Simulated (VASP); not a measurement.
# Pd (Fd-3m) in VASP: a series of runs

Runs on Pd. Level: PBE. Tasks: single point.

All numbers are computed with VASP 6.6.1; they aren't measurements. Logs are shortened: lines on timing, memory, paths and dates and some standing lists are left out, and cuts for length are marked.

## (1) The cell of the first run

It takes space group Fd-3m (No. 227, cubic). The conventional cell has a = 5.442 Å, b = 5.442 Å, c = 5.442 Å, α = 90.00°, β = 90.00°, γ = 90.00°. Pd (site symmetry -43m) has 4 Pd at 2.36 Å within 3.1 Å.

## (2) Single point, PBE

INCAR

```
SYSTEM = Pd
  PREC = Accurate
  ENCUT = 520
  EDIFF = 1E-6
  ISMEAR = -1
  SIGMA = 0.08
  LREAL = .FALSE.
  LASPH = .TRUE.
  NELM = 80
  ALGO = Normal
  ISIF = 2
  LWAVE = .FALSE.
  LCHARG = .FALSE.
  GGA = PE
  NBANDS = 17
```

KPOINTS

```
Automatic mesh
0
G
  13 13 13
  0 0 0
```

POSCAR

```
Pd
1.0
    0.0000000000      2.7211983617      2.7211983617
    2.7211983617      0.0000000000      2.7211983617
    2.7211983617      2.7211983617      0.0000000000
Pd
2
Direct
   -0.1250000000     -0.1250000000     -0.1250000000
    0.1250000000      0.1250000000      0.1250000000
```

Potentials or basis: VASP PAW PBE potentials, release 64 (Pd).

On the command line:

```bash
$ cat potpaw_PBE.64/Pd/POTCAR > POTCAR
$ mpirun -np 1 vasp_std > vasp.out
```

OUTCAR:

```text
SYSTEM = Pd
   PREC = Accurate
   ENCUT = 520
   EDIFF = 1E-6
   ISMEAR = -1
   LREAL = .FALSE.
   LASPH = .TRUE.
   NELM = 80
   ISIF = 2
   GGA = PE

 ion  position               nearest neighbor table
   1  0.875  0.875  0.875-   2 2.36   2 2.36   2 2.36   2 2.36
   2  0.125  0.125  0.125-   1 2.36   1 2.36   1 2.36   1 2.36

  LATTYP: Found a face centered cubic cell.
 ALAT       =     5.4423967234

  Lattice vectors:

 A1 = (   0.0000000000,   2.7211983617,   2.7211983617)
 A2 = (   2.7211983617,   0.0000000000,   2.7211983617)
 A3 = (   2.7211983617,   2.7211983617,   0.0000000000)

Analysis of symmetry for initial positions (statically):
=====================================================================
 Subroutine PRICEL returns:
 Original cell was already a primitive cell.

 Routine SETGRP: Setting up the symmetry group for a
 face centered cubic supercell.

 Subroutine GETGRP returns: Found 48 space group operations
 (whereof 12 operations were pure point group operations)
 out of a pool of 48 trial point group operations.

The static configuration has the point symmetry D_3d.
 The point group associated with its full space group is O_h .

Analysis of symmetry for dynamics (positions and initial velocities):
=====================================================================
 Subroutine PRICEL returns:
 Original cell was already a primitive cell.

 Routine SETGRP: Setting up the symmetry group for a
 face centered cubic supercell.

 Subroutine GETGRP returns: Found 48 space group operations
 (whereof 12 operations were pure point group operations)
 out of a pool of 48 trial point group operations.

The dynamic configuration has the point symmetry D_3d.
 The point group associated with its full space group is O_h .

 Subroutine INISYM returns: Found 48 space group operations
 (whereof 12 operations are pure point group operations),
 and found     1 'primitive' translations

----------------------------------------------------------------------------------------

                                     Primitive cell

  volume of cell :      40.3005

  direct lattice vectors                    reciprocal lattice vectors
     0.000000000  2.721198362  2.721198362    -0.183742577  0.183742577  0.183742577
     2.721198362  0.000000000  2.721198362     0.183742577 -0.183742577  0.183742577
     2.721198362  2.721198362  0.000000000     0.183742577  0.183742577 -0.183742577

  length of vectors
     3.848355629  3.848355629  3.848355629     0.318251479  0.318251479  0.318251479

  position of ions in fractional coordinates (direct lattice)
     0.875000000  0.875000000  0.875000000
     0.125000000  0.125000000  0.125000000

  ion indices of the primitive-cell ions
   primitive index   ion index
                 1           1
                 2           2

----------------------------------------------------------------------------------------

 KPOINTS: Automatic mesh

Automatic generation of k-mesh.
 Grid dimensions read from file:
 generate k-points for:   13   13   13

 Generating k-lattice:

  Cartesian coordinates                     Fractional coordinates (reciprocal lattice)
    -0.014134044  0.014134044  0.014134044     0.076923077  0.000000000  0.000000000
     0.014134044 -0.014134044  0.014134044     0.000000000  0.076923077  0.000000000
     0.014134044  0.014134044 -0.014134044     0.000000000  0.000000000  0.076923077

  Length of vectors
     0.024480883  0.024480883  0.024480883

  Shift w.r.t. Gamma in fractional coordinates (k-lattice)
     0.000000000  0.000000000  0.000000000

 Subroutine IBZKPT returns following result:
 ===========================================

 Found     84 irreducible k-points:

 Following reciprocal coordinates:
            Coordinates               Weight
  0.000000  0.000000  0.000000      1.000000
  0.076923  0.000000  0.000000      8.000000
  0.153846  0.000000  0.000000      8.000000
  0.230769  0.000000  0.000000      8.000000
  0.307692  0.000000  0.000000      8.000000
  0.384615  0.000000  0.000000      8.000000
[... 16 lines left out ...]
  0.384615  0.153846  0.000000     24.000000
  0.461538  0.153846  0.000000     24.000000
 [... further k-points ...]
   k-points           NKPTS =     84   k-points in BZ     NKDIM =     84   number of bands    NBANDS=     17
   number of dos      NEDOS =    301   number of ions     NIONS =      2
   total plane-waves  NPLWV =  27000
   dimension x,y,z NGX =    30 NGY =   30 NGZ =   30
   dimension x,y,z NGXF=    60 NGYF=   60 NGZF=   60
   ions per type =               2
   NGX,Y,Z   is equivalent  to a cutoff of  12.96, 12.96, 12.96 a.u.
   NGXF,Y,Z  is equivalent  to a cutoff of  25.92, 25.92, 25.92 a.u.
 SYSTEM =  Pd
   PREC   = accura    normal or accurate (medium, high low for compatibility)
   ISTART =      0    job   : 0-new  1-cont  2-samecut
   ICHARG =      2    charge: 1-file 2-atom 10-const
   ISPIN  =      1    spin polarized calculation?
   LNONCOLLINEAR =      F non collinear calculations
   LSORBIT =      F    spin-orbit coupling
   LASPH  =      T    aspherical Exc in radial PAW
   ENCUT  =  520.0 eV  38.22 Ry    6.18 a.u.   7.16  7.16  7.16*2*pi/ulx,y,z
   NELM   =     80;   NELMIN=  2; NELMDL= -5     # of ELM steps
   EDIFF  = 0.1E-05   stopping-criterion for ELM
   LREAL  =      F    real-space projection
   EDIFFG = 0.1E-04   stopping-criterion for IOM
   NSW    =      0    number of steps for IOM
   IBRION =     -1    ionic relax: 0-MD 1-quasi-New 2-CG
   NFREE  =      0    steps in history (QN), initial steepest desc. (CG)
   ISIF   =      2    stress and relaxation
   ISYM   =      2    0-nonsym 1-usesym 2-fastsym
   POTIM  = 0.5000    time-step for ionic-motion
   TEBEG  =    0.0;   TEEND  =   0.0 temperature during run
   PSTRESS=    0.0 pullay stress
   NELECT =      20.0000    total number of electrons
   NUPDOWN=      -1.0000    fix difference up-down
   EMIN   =  10.00;   EMAX   =-10.00  energy-range for DOS
   EFERMI =   0.00;   METHOD = LEGACY
   ISMEAR =    -1;   SIGMA  =   0.08  broadening in eV -4-tet -1-fermi 0-gaus
   EFERMI_NEDOS =   21; number of points for ismear=-14 and -15
   IALGO  =     38    algorithm
   IMIX   =      4    mixing-type and parameters
     AMIX     =   0.40;   BMIX     =  1.00
     AMIX_MAG =   1.60;   BMIX_MAG =  1.00
  volume/ion in A,a.u.               =      20.15       135.98
  Fermi-wavevector in a.u.,A,eV,Ry     =   1.296128  2.449327 22.857085  1.679948
  Thomas-Fermi vector in A             =   2.427604
   LORBIT       =      0    0 simple, 1 ext, 2 COOP (PROOUT), +10 PAW based schemes
   GGA     = PE    functional components
   LHFCALC =     F    Hartree Fock is set to
   AEXX    =    0.0000 exact exchange contribution
   IVDW    =     0    specifies the selected vdW correction
   LEPSILON=     F    determine dielectric tensor
   LRPA    =     F    only Hartree local field effects (RPA)
 non-spin polarized calculation
  energy-cutoff  :      520.00
  volume of cell :       40.30
 maximum number of plane-waves:      1102
 NGX is ok and might be reduce to    30
   NGX = 15   NGY = 15   NGZ = 15

 number of electron      19.9999994 magnetization

 Free energy of the ion-electron system (eV)
  ---------------------------------------------------
  ext. energy  EPLUGINS =         0.00000000
  ---------------------------------------------------
  free energy    TOTEN  =        -7.76957766 eV

  energy without entropy =       -7.65872436  energy(sigma->0) =       -7.71415101

 E-fermi :   6.1349     XC(G=0): -10.9894

 val. band max:        6.1327300463   @ k =  -0.3077   0.3846   0.0769
 cond. band min:       6.1412418214   @ k =   0.1538   0.1538   0.0000
 fundamental gap:      0.0085117751
 Fermi energy:         6.1349421488

 k-point     1 :       0.0000    0.0000    0.0000
  band No.  band energies     occupation
      1       0.5735      2.00000
      2       1.7431      2.00000
      3       1.7431      2.00000
      4       2.0165      2.00000
      5       2.0165      2.00000
      6       2.0165      2.00000
[... 9 lines left out ...]
     16      19.4921      0.00000
     17      19.6653      0.00000

 k-point     2 :       0.0769    0.0000    0.0000
  band No.  band energies     occupation
      1       0.6746      2.00000
      2       1.6724      2.00000
      3       1.6724      2.00000
      4       2.0178      2.00000
      5       2.1166      2.00000
      6       2.1166      2.00000
[... 9 lines left out ...]
     16      19.8690      0.00000
     17      20.2933      0.00000

 k-point     3 :       0.1538    0.0000    0.0000
  band No.  band energies     occupation
      1       0.9592      2.00000
      2       1.5862      2.00000
      3       1.5862      2.00000
      4       2.0327      2.00000
      5       2.2733      2.00000
      6       2.2733      2.00000
[... 9 lines left out ...]
     16      20.4059      0.00000
     17      20.7123      0.00000

 k-point     4 :       0.2308    0.0000    0.0000
  band No.  band energies     occupation
      1       1.3481      2.00000
      2       1.5548      2.00000
      3       1.5548      2.00000
      4       2.1008      2.00000
      5       2.3702      2.00000
      6       2.3702      2.00000
[... 9 lines left out ...]
     16      20.4515      0.00000
     17      20.4515      0.00000
[... 343 lines left out ...]
      1       1.2396      2.00000
      2       1.6913      2.00000
      3       1.9057      2.00000
      4       2.1794      2.00000
      5       2.2220      2.00000
      6       2.8327      2.00000
[... 9 lines left out ...]
     16      19.2817      0.00000
     17      21.5055      0.00000

 k-point    23 :       0.3846    0.1538    0.0000
  band No.  band energies     occupation
      1       1.2666      2.00000
      2       1.7419      2.00000
      3       1.8998      2.00000
      4       2.2556      2.00000
      5       2.4793      2.00000
      6       2.8055      2.00000
[... 9 lines left out ...]
     16      20.5244      0.00000
     17      21.4353      0.00000

 k-point    24 :       0.4615    0.1538    0.0000
  band No.  band energies     occupation
      1       1.3133      2.00000
      2       1.7787      2.00000
      3       1.8338      2.00000
      4       2.3233      2.00000
      5       2.5917      2.00000
      6       2.6941      2.00000
[... 9 lines left out ...]
     16      21.2971      0.00000
     17      21.6379      0.00000

 [... further k-points ...]
[... 5 lines left out ...]
  --------------------------------------------------------------------------------------
  -------------------------------------------------------------------------------------
  Total        5.2837058      5.2837058      5.2837058      0.0000000     -0.0000000      0.0000000
  in kB      210.0577021    210.0577021    210.0577021      0.0000000     -0.0000000      0.0000000
  external PRESSURE =     210.0577021 kB  Pullay stress =       0.0000000 kB

 VOLUME and BASIS-vectors are now :
 -----------------------------------------------------------------------------
  energy-cutoff  :      520.00
  volume of cell :       40.30
      direct lattice vectors                 reciprocal lattice vectors
     0.000000000  2.721198362  2.721198362    -0.183742577  0.183742577  0.183742577
     2.721198362  0.000000000  2.721198362     0.183742577 -0.183742577  0.183742577
     2.721198362  2.721198362  0.000000000     0.183742577  0.183742577 -0.183742577

 POSITION                                       TOTAL-FORCE (eV/Angst)
 -----------------------------------------------------------------------------------
      4.76210      4.76210      4.76210         0.000000     -0.000000     -0.000000
      0.68030      0.68030      0.68030        -0.000000      0.000000      0.000000
 -----------------------------------------------------------------------------------
    total drift:                               -0.000000      0.000000      0.000000

  FREE ENERGIE OF THE ION-ELECTRON SYSTEM (eV)
  ---------------------------------------------------
  free  energy   TOTEN  =        -7.7695776588 eV

  energy  without entropy=       -7.6587243599  energy(sigma->0) =       -7.71415101
```

It took 82 s on 1 thread of Intel Xeon Platinum 8259CL at 2.50GHz (Skylake/Cascade Lake), shared host; peak memory 0.19 GiB.

What came out:

| Property | Result |
| --- | --- |
| Free energy | -7.7696 eV |
| Pressure | 21.0 GPa |
| Band gap on the k mesh | zero (band 10 reaches 6.26 eV, above the bottom of band 11 at 5.74 eV) |

## (3) Single point, PBE

INCAR

```
SYSTEM = Pd
PREC = Accurate
ENCUT = 520
EDIFF = 1E-7
ISMEAR = -1
SIGMA = 0.08
LREAL = .FALSE.
LASPH = .TRUE.
NELM = 60
ALGO = Normal
ISIF = 2
LWAVE = .FALSE.
LCHARG = .TRUE.
GGA = PE
LELF = .TRUE.
LVHAR = .TRUE.
NBANDS = 17
```

KPOINTS is that of step 2.

POSCAR

```
Pd
1.0
    0.0000000000      2.7216565816      2.7216565816
    2.7216565816      0.0000000000      2.7216565816
    2.7216565816      2.7216565816      0.0000000000
Pd
2
Direct
   -0.1250000000     -0.1250000000     -0.1250000000
    0.1250000000      0.1250000000      0.1250000000
```

Potentials or basis: VASP PAW PBE potentials, release 64 (Pd).

On the command line:

```bash
$ cat potpaw_PBE.64/Pd/POTCAR > POTCAR
$ mpirun -np 1 vasp_std > vasp.out
```

Run time: 82 s. Hardware: 1 thread of Intel Xeon Platinum 8259CL at 2.50GHz (Skylake/Cascade Lake), shared host; peak memory 0.19 GiB.

The run converged. Its results:

```
Free energy            : -7.7722 eV
Pressure               : 20.9 GPa
Band gap on the k mesh : zero (band 10 reaches 6.26 eV, above the bottom of band 11 at 5.73 eV)
```

Levels at points of the mesh, in eV from the Fermi level:
```csv
k point,band 7,band 8,band 9,band 10,band 11,band 12,band 13,band 14
"(0.00, 0.00, 0.00)",-1.74,-1.74,-1.74,-0.17,-0.17,13.03,13.03,13.03
```
